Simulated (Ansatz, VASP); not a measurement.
Given: the input of a run of Ansatz 0.2.0 on FeGe.

Contents of input.yaml:

```yaml
crystal:
  lattice:
    - [5.0633678031, 0.0, 0.0]
    - [-2.5316839015, 4.3850051461, 0.0]
    - [0.0, 0.0, 4.1699223156]
  atoms:
    - { symbol: Ge, position: [0.6666666667, 0.3333333333, 0.5] }
    - { symbol: Ge, position: [0.3333333333, 0.6666666667, 0.5] }
    - { symbol: Ge, position: [0.0, 0.0, 0.0] }
    - { symbol: Fe, position: [0.0, 0.5, 0.0], spin: 3.0 }
    - { symbol: Fe, position: [0.5, 0.5, 0.0], spin: 3.0 }
    - { symbol: Fe, position: [0.5, 0.0, 0.0], spin: 3.0 }
hamiltonian:
  xc: pbe
  pseudopotentials: { kind: paw }
magnetization:
  spin_polarized: true
kpoints:
  mp_grid: { grid: [6, 6, 7] }
scf:
  occupations: { method: fermi_dirac, width: 0.05 }
output:
  forces: true
  stress: true
  eigenvalues: true
```

Potentials or basis: Ansatz PAW.

The run is started by

```console
$ ansatz run input.yaml --threads 2 --pin off --max-ram 5120MiB --backend cpu --events-out ev --progress --plain --runs-dir out
```

Problem. Set up the same calculation for VASP 6.6.1. Potentials there: VASP PAW PBE potentials, release 64 (Ge_d, Fe).

Solution. As run (the cutoff follows the program's own potentials):

Contents of INCAR:

```
PREC = Accurate
ENCUT = 520
EDIFF = 1E-6
ISMEAR = -1
SIGMA = 0.05
LREAL = False
LASPH = True
NELM = 150
ALGO = Normal
ISIF = 2
LWAVE = False
LCHARG = False
ISPIN = 2
MAGMOM = 0 0 0 3 3 3
LORBIT = 11
LMAXMIX = 4
GGA = PE
NBANDS = 46
```

The input KPOINTS:

```
regular mesh
0
Gamma
  6 6 7
```

POSCAR

```
FeGe
1.0
    5.0633678031      0.0000000000      0.0000000000
   -2.5316839015      4.3850051461      0.0000000000
    0.0000000000      0.0000000000      4.1699223156
Ge Fe
3 3
Direct
    0.6666666667      0.3333333333      0.5000000000
    0.3333333333      0.6666666667      0.5000000000
    0.0000000000      0.0000000000      0.0000000000
    0.0000000000      0.5000000000      0.0000000000
    0.5000000000      0.5000000000      0.0000000000
    0.5000000000      0.0000000000      0.0000000000
```

Potentials or basis: VASP PAW PBE potentials, release 64 (Ge_d, Fe).

Run with:

```sh
$ cat potpaw_PBE.64/Ge_d/POTCAR potpaw_PBE.64/Fe/POTCAR > POTCAR
$ mpirun -np 1 vasp_std > vasp.out
```

Both were run:

|  | VASP | Ansatz | Ansatz less VASP |
| --- | --- | --- | --- |
| gap on the k mesh at the Fermi level (eV) | none | none | - |
| pressure (GPa) | -8.0 | -8.2 | -0.21 |
| traceless stress, the component that is largest in VASP (GPa) | 0.10 | 0.16 | +0.065 |
| net moment per atom (μB) | 0.76 | 0.76 | -0.004 |
| size of the moment on the site where the two differ most (μB) | 0.10 | 0.08 | -0.020 |

Site moments also hang on the region over which each program counts them. A gap of «none» marks a metal or a gap that the smearing closes. The functional is the same, so the differences come from potentials, cutoffs and numerics. VASP's potentials hold 66 valence electrons a cell and Ansatz's 90, so a difference there can come from the potentials and not from the codes.
